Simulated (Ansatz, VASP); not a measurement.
**One calculation of ZnO, two programs**

Contents of POSCAR:

```
ZnO
1.0
    3.2274999067      0.0000000000      0.0000000000
   -1.6137499533      2.7950969099      0.0000000000
    0.0000000000      0.0000000000      5.1707703030
Zn O
2 2
Direct
    0.6666666667      0.3333333333      0.0000000000
    0.3333333333      0.6666666667      0.5000000000
    0.3333333333      0.6666666667      0.8790100000
    0.6666666667      0.3333333333      0.3790100000
```

Contents of INCAR.step1:

```
ALGO     = Normal         # electronic algorithm
EDIFF    = 1E-4           # SCF threshold, eV
ENCUT    = 520            # plane-wave cutoff, eV
GGA      = PE             # functional
ISMEAR   = -1             # smearing method
LASPH    = True           # aspherical terms in the spheres
LCHARG   = False          # write CHGCAR
LREAL    = False          # projectors in reciprocal space
LWAVE    = True           # write WAVECAR
NBANDS   = 26             # bands
NELM     = 80             # most SCF steps
PREC     = Accurate       # precision mode
SIGMA    = 0.05           # smearing width, eV
```

Contents of INCAR.step2:

```
ALGO     = Normal         # electronic algorithm
BPARAM   = 11.95        
CPARAM   = 0.0093       
EDIFF    = 1E-6           # SCF threshold, eV
ENCUT    = 520            # plane-wave cutoff, eV
ISIF     = 2              # what is computed and relaxed
ISMEAR   = -1             # smearing method
ISTART   = 1            
IVDW_NL  = 2            
LASPH    = True           # aspherical terms in the spheres
LCHARG   = False          # write CHGCAR
LMIXTAU  = True         
LREAL    = False          # projectors in reciprocal space
LUSE_VDW = True         
LWAVE    = False          # write WAVECAR
METAGGA  = R2SCAN         # meta-GGA
NBANDS   = 26             # bands
NELM     = 80             # most SCF steps
PREC     = Accurate       # precision mode
SIGMA    = 0.05           # smearing width, eV
```

Contents of KPOINTS:

```
k-points
0
Gamma
  9 9 5
```

File input.yaml:

```yaml
crystal:
  lattice:
    - [3.2274999067, 0.0, 0.0]
    - [-1.6137499533, 2.7950969099, 0.0]
    - [0.0, 0.0, 5.170770303]
  atoms:
    - { symbol: Zn, position: [0.6666666667, 0.3333333333, 0.0] }
    - { symbol: Zn, position: [0.3333333333, 0.6666666667, 0.5] }
    - { symbol: O, position: [0.3333333333, 0.6666666667, 0.87901] }
    - { symbol: O, position: [0.6666666667, 0.3333333333, 0.37901] }
hamiltonian:
  xc: r2scan
  pseudopotentials: { kind: paw }
  dispersion: rvv10
kpoints:
  mp_grid: { grid: [9, 9, 5] }
scf:
  occupations: { method: fermi_dirac, width: 0.05 }
output:
  forces: true
  stress: true
  eigenvalues: true
```

Alike in both runs: task single point; functional r2SCAN; dispersion rVV10; k mesh 9 × 9 × 5; occupations fermi-dirac, width 0.05 eV; no spin polarisation.

|  | VASP | Ansatz |
| --- | --- | --- |
| version | VASP 6.6.1 | Ansatz 0.2.0 |
| potentials or method | VASP PAW PBE potentials, release 64 (Zn, O) | Ansatz PAW |
| plane-wave cutoff (eV) | 520 | 500 |
| valence electrons in the cell | 36 | 36 |

Ansatz gave:

```
gap on the k mesh at the Fermi level (eV)                     : 1.21
least direct gap on the mesh (eV)                             : 1.21
pressure (GPa)                                                : 0.6
traceless stress, the component that is largest in VASP (GPa) : 1.12
rms of the force components (eV/Å)                            : 0.045
```

Task: Which values does VASP return?

Result: gap on the k mesh at the Fermi level (eV): 1.21; least direct gap on the mesh (eV): 1.21; pressure (GPa): 1.7; traceless stress, the component that is largest in VASP (GPa): 1.27; rms of the force components (eV/Å): 0.049.

VASP's potentials were made for PBE, not for r2SCAN. Atom by atom the forces differ by 0.004 eV/Å (rms over components).

Noted on Ansatz's run: odd divisions of the mesh miss points on the zone boundary, where band edges often lie, so the gap on the mesh can be too wide.
